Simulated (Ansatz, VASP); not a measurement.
# GaN: VASP beside Ansatz

```
Ga N
1.0
     4.50700    0.00000    0.00000
     0.00000   -4.50700    0.00000
     0.00000    0.00000   -4.50700
Ga N
4 4
Direct
  0.00000 0.50000 0.46006
  0.50000 0.00000 0.50000
  0.50000 0.50000 0.00000
  0.00000 0.00000 0.00000
  0.75000 0.75000 0.75000
  0.25000 0.25000 0.75000
  0.25000 0.75000 0.25000
  0.75000 0.25000 0.25000
```

Alike in both runs: task single point; functional LDA; k mesh 6 × 6 × 6; occupations gaussian, width 0.05 eV; no spin polarisation.

|  | VASP | Ansatz |
| --- | --- | --- |
| version | VASP 6.6.1 | Ansatz 0.2.0 |
| potentials or method | VASP PAW LDA potentials, release 64 (Ga_d, N), cutoff 520 eV | scalar-relativistic, plane waves, PAW |
| valence electrons in the cell | 72 | 72 |

```csv
,VASP,Ansatz,Ansatz less VASP
gap on the k mesh at the Fermi level (eV),1.59,1.57,-0.013
least direct gap on the mesh (eV),1.59,1.57,-0.013
pressure (GPa),-4.5,-5.5,-0.96
"traceless stress, the component that is largest in VASP (GPa)",-2.45,-2.33,+0.117
rms of the force components (eV/Å),0.748,0.735,-0.0134
```

LDA's correlation is that of Perdew and Zunger in VASP and of Perdew and Wang (1992) in Ansatz. Atom by atom the forces differ by 0.014 eV/Å (rms over components).
